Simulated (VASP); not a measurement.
# Bi (Im-3m) in VASP: notebook, part 2 of 2

VASP 6.6.1. Earlier steps stand in the parts before.

### Step 3. Single point, B3LYP5

This run uses another cell than the first one, of 29.87 Å³/atom.

File POSCAR:

```
Bi
1.0
   -1.9546511608      1.9546511608      1.9546511608
    1.9546511608     -1.9546511608      1.9546511608
    1.9546511608      1.9546511608     -1.9546511608
Bi
1
Direct
    0.0000000000      0.0000000000      0.0000000000
```

File INCAR.step1:

```
  PREC = Accurate
  ENCUT = 520
  EDIFF = 1E-5
  ISMEAR = -1
  SIGMA = 0.05
  LREAL = F
  LASPH = T
  NELM = 60
  ALGO = Normal
  ISIF = 2
  LWAVE = T
  LCHARG = F
  GGA = PE
  NBANDS = 14
```

File INCAR.step2:

```
  PREC = Accurate
  ENCUT = 520
  EDIFF = 1E-6
  ISMEAR = -1
  SIGMA = 0.05
  LREAL = F
  LASPH = T
  NELM = 60
  ALGO = Normal
  ISIF = 2
  LWAVE = F
  LCHARG = F
  GGA = B5
  LHFCALC = T
  AEXX = 0.2
  AGGAX = 0.72
  AGGAC = 0.81
  ALDAC = 0.19
  PRECFOCK = Normal
  ISTART = 1
  NBANDS = 14
```

File KPOINTS:

```
regular mesh
0
Gamma
  5 5 5
```

Potentials or basis: VASP PAW PBE potentials, release 64 (Bi_d).

On the command line:

```sh
$ cat potpaw_PBE.64/Bi_d/POTCAR > POTCAR
$ cp INCAR.step1 INCAR
$ mpirun -np 1 vasp_std > vasp.out
$ cp INCAR.step2 INCAR
$ mpirun -np 1 vasp_std > vasp.out
```

OUTCAR:

```text
PREC = Accurate
   ENCUT = 520
   EDIFF = 1E-6
   ISMEAR = -1
   LREAL = F
   LASPH = T
   NELM = 60
   ISIF = 2
   GGA = B5
   LHFCALC = T
   AEXX = 0.2
   PRECFOCK = Normal
   ISTART = 1

 ion  position               nearest neighbor table
   1  0.000  0.000  0.000-

  LATTYP: Found a body centered cubic cell.
 ALAT       =     3.9093023216

  Lattice vectors:

 A1 = (  -1.9546511608,   1.9546511608,   1.9546511608)
 A2 = (   1.9546511608,  -1.9546511608,   1.9546511608)
 A3 = (   1.9546511608,   1.9546511608,  -1.9546511608)

Analysis of symmetry for initial positions (statically):
=====================================================================
 Subroutine PRICEL returns:
 Original cell was already a primitive cell.

 Routine SETGRP: Setting up the symmetry group for a
 body centered cubic supercell.

 Subroutine GETGRP returns: Found 48 space group operations
 (whereof 48 operations were pure point group operations)
 out of a pool of 48 trial point group operations.

The static configuration has the point symmetry O_h .

Analysis of symmetry for dynamics (positions and initial velocities):
=====================================================================
 Subroutine PRICEL returns:
 Original cell was already a primitive cell.

 Routine SETGRP: Setting up the symmetry group for a
 body centered cubic supercell.

 Subroutine GETGRP returns: Found 48 space group operations
 (whereof 48 operations were pure point group operations)
 out of a pool of 48 trial point group operations.

The dynamic configuration has the point symmetry O_h .

 Subroutine INISYM returns: Found 48 space group operations
 (whereof 48 operations are pure point group operations),
[... 107 lines left out ...]
   ENCUT4O =  -1.0   cutoff for four orbital integrals eV
   NKREDX  =     1    reduce k-point grid by
   NKREDY  =     1    reduce k-point grid by
   NKREDZ  =     1    reduce k-point grid by
   AEXX    =    0.2000 exact exchange contribution
   HFSCREEN=    0.0000 screening length (either q_TF or 0.3 A-1)
   HFSCREENC=   0.0000 screening length for correlation (either q_TF or 0.3 A-1)
   ENCUTFOCK=  -1.0 apply spherical cutoff to Coloumb kernel
   IVDW    =     0    specifies the selected vdW correction
   LEPSILON=     F    determine dielectric tensor
   LRPA    =     F    only Hartree local field effects (RPA)
 non-spin polarized calculation
  energy-cutoff  :      520.00
  volume of cell :       29.87
 maximum number of plane-waves:       811
 NGX is ok and might be reduce to    28
  NGX = 20; NGY = 20; NGZ = 20

 number of electron      15.0000001 magnetization

 Free energy of the ion-electron system (eV)
  ---------------------------------------------------
  ext. energy  EPLUGINS =         0.00000000
  ---------------------------------------------------
  free energy    TOTEN  =        -3.82984017 eV

  energy without entropy =       -3.82342101  energy(sigma->0) =       -3.82663059

 E-fermi :   8.8406     XC(G=0):  -8.2099

 val. band max:        8.7330234591   @ k =  -0.4000   0.4000   0.2000
 cond. band min:       9.4098523664   @ k =  -0.2000   0.2000   0.2000
 fundamental gap:      0.6768289073
 Fermi energy:         8.8406046569

 k-point     1 :       0.0000    0.0000    0.0000
  band No.  band energies     occupation
      1     -16.3513      2.00000
      2     -16.3513      2.00000
      3     -16.3513      2.00000
      4     -16.1906      2.00000
      5     -16.1906      2.00000
      6      -6.6058      2.00000
      7      14.8641      0.00000
      8      14.8641      0.00000
      9      14.8641      0.00000
     10      19.7699      0.00000
     11      20.4605      0.00000
     12      20.4605      0.00000
     13      20.4605      0.00000
     14      21.6859      0.00000
[... 139 lines left out ...]
      1     -16.3486      2.00000
      2     -16.3329      2.00000
      3     -16.1467      2.00000
      4     -16.1467      2.00000
      5     -16.1407      2.00000
      6      -1.2374      2.00000
      7       6.0860      2.00000
      8       6.7863      2.00000
      9       6.7863      2.00000
     10      13.4496      0.00000
     11      15.2972      0.00000
     12      24.6805      0.00000
     13      26.0668      0.00000
     14      26.0668      0.00000

------------------------ aborting loop because EDIFF is reached ----------------------------------------

  FORCE on cell =-STRESS in cart. coord.  units (eV):
  Direction    XX          YY          ZZ          XY          YZ          ZX
  --------------------------------------------------------------------------------------
  -------------------------------------------------------------------------------------
  Total        0.8670926      0.8670926      0.8670926      0.0000000      0.0000000     -0.0000000
  in kB       46.5059237     46.5059237     46.5059237      0.0000000      0.0000000     -0.0000000
  external PRESSURE =      46.5059237 kB  Pullay stress =       0.0000000 kB

 VOLUME and BASIS-vectors are now :
 -----------------------------------------------------------------------------
  energy-cutoff  :      520.00
  volume of cell :       29.87
      direct lattice vectors                 reciprocal lattice vectors
    -1.954651161  1.954651161  1.954651161     0.000000000  0.255800119  0.255800119
     1.954651161 -1.954651161  1.954651161     0.255800119  0.000000000  0.255800119
     1.954651161  1.954651161 -1.954651161     0.255800119  0.255800119  0.000000000

 POSITION                                       TOTAL-FORCE (eV/Angst)
 -----------------------------------------------------------------------------------
      0.00000      0.00000      0.00000        -0.000000     -0.000000      0.000000
 -----------------------------------------------------------------------------------
    total drift:                               -0.000000      0.000000      0.000000

  FREE ENERGIE OF THE ION-ELECTRON SYSTEM (eV)
  ---------------------------------------------------
  free  energy   TOTEN  =        -3.8298401744 eV

  energy  without entropy=       -3.8234210082  energy(sigma->0) =       -3.82663059
```

OUTCAR.step1:

```text
PREC = Accurate
   ENCUT = 520
   EDIFF = 1E-5
   ISMEAR = -1
   LREAL = F
[... 369 lines left out ...]

 POSITION                                       TOTAL-FORCE (eV/Angst)
 -----------------------------------------------------------------------------------
      0.00000      0.00000      0.00000        -0.000000      0.000000      0.000000
 -----------------------------------------------------------------------------------
    total drift:                               -0.000000     -0.000000      0.000000

  FREE ENERGIE OF THE ION-ELECTRON SYSTEM (eV)
  ---------------------------------------------------
  free  energy   TOTEN  =        -3.6401592784 eV

  energy  without entropy=       -3.6153116921  energy(sigma->0) =       -3.62773549
```

Wall time 19 min (1 thread of Intel Xeon 8259CL, shared host); peak memory 0.14 GiB.

Results:

| Property | Result |
| --- | --- |
| Free energy | -3.8298 eV |
| Pressure | 4.7 GPa |
| Band gap on the k mesh | zero (an odd number of electrons rules out a gap without spin polarisation) |

Levels at points of the mesh, in eV from the Fermi level:
| k point | band 5 | band 6 | band 7 | band 8 | band 9 | band 10 |
| --- | --- | --- | --- | --- | --- | --- |
| (0.00, 0.00, 0.00) | -25.03 | -15.45 | 6.02 | 6.02 | 6.02 | 10.93 |

Caveat: the k points lie up to 0.45 Å⁻¹ apart, too coarse for converged energies and pressures of a metal; the PAW data sets were made with another functional, which shifts forces and pressure a little; spin-orbit coupling is left out, which moves the levels of the heavy elements.

The gap in the log of VASP goes by the Fermi energy; the results here count the filled bands.